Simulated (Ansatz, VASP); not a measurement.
## GaCuSe2 in VASP and in Ansatz

File INCAR:

```
SYSTEM = GaCuSe2
PREC = Accurate ; ENCUT = 520
EDIFF = 1E-6 ; ISMEAR = -1
SIGMA = 0.05 ; LREAL = .False.
LASPH = .True. ; NELM = 100
ALGO = Normal ; ISIF = 2
LWAVE = .False. ; LCHARG = .False.
GGA = PE ; NBANDS = 26
```

Contents of KPOINTS:

```
regular mesh
0
Gamma
  7 7 5
  0 0 0
```

Contents of POSCAR:

```
GaCuSe2
1.0
    3.7994128609      0.0000000000      0.0000000000
    0.0000000000      3.7994128609      0.0000000000
    0.0000000000      0.0000000000      5.3007654667
Se Ga Cu
2 1 1
Direct
    0.5000000000      0.5000000000      0.0000000000
    0.0000000000      0.0000000000      0.5000000000
    0.5000000000      0.5000000000      0.5000000000
    0.0000000000      0.0000000000      0.0000000000
```

input.yaml

```yaml
crystal:
  lattice:
    - [3.7994128609, 0.0, 0.0]
    - [0.0, 3.7994128609, 0.0]
    - [0.0, 0.0, 5.3007654667]
  atoms:
    - { symbol: Se, position: [0.5, 0.5, 0.0] }
    - { symbol: Se, position: [0.0, 0.0, 0.5] }
    - { symbol: Ga, position: [0.5, 0.5, 0.5] }
    - { symbol: Cu, position: [0.0, 0.0, 0.0] }
hamiltonian:
  xc: pbe
  pseudopotentials: { kind: paw }
kpoints:
  mp_grid: { grid: [7, 7, 5] }
scf:
  occupations: { method: fermi_dirac, width: 0.05 }
output:
  forces: true
  stress: true
  eigenvalues: true
  write_density: true
  write_potential: true
  elf: true
  volumetric_format: npy
```

Alike in both runs: task single point; functional PBE; k mesh 7 × 7 × 5; occupations fermi-dirac, width 0.05 eV; no spin polarisation.

```csv
,VASP,Ansatz
version,VASP 6.6.1,Ansatz 0.2.0
potentials or method,"VASP PAW PBE potentials, release 64 (Se, Ga_d, Cu)",Ansatz PAW
plane-wave cutoff (eV),520,420
valence electrons in the cell,36,64
```

Ansatz gave:

```
gap on the k mesh at the Fermi level (eV)                     : none
pressure (GPa)                                                : -1.3
traceless stress, the component that is largest in VASP (GPa) : -0.60
```

**Question.** Estimate VASP's values.

**Answer.** gap on the k mesh at the Fermi level (eV): none; pressure (GPa): -1.2; traceless stress, the component that is largest in VASP (GPa): -0.56.

A gap of «none» marks a metal or a gap that the smearing closes. With one functional, cell and mesh, what is left measures potentials, basis and numerics. VASP's potentials hold 36 valence electrons a cell and Ansatz's 64, so a difference there can come from the potentials and not from the codes.
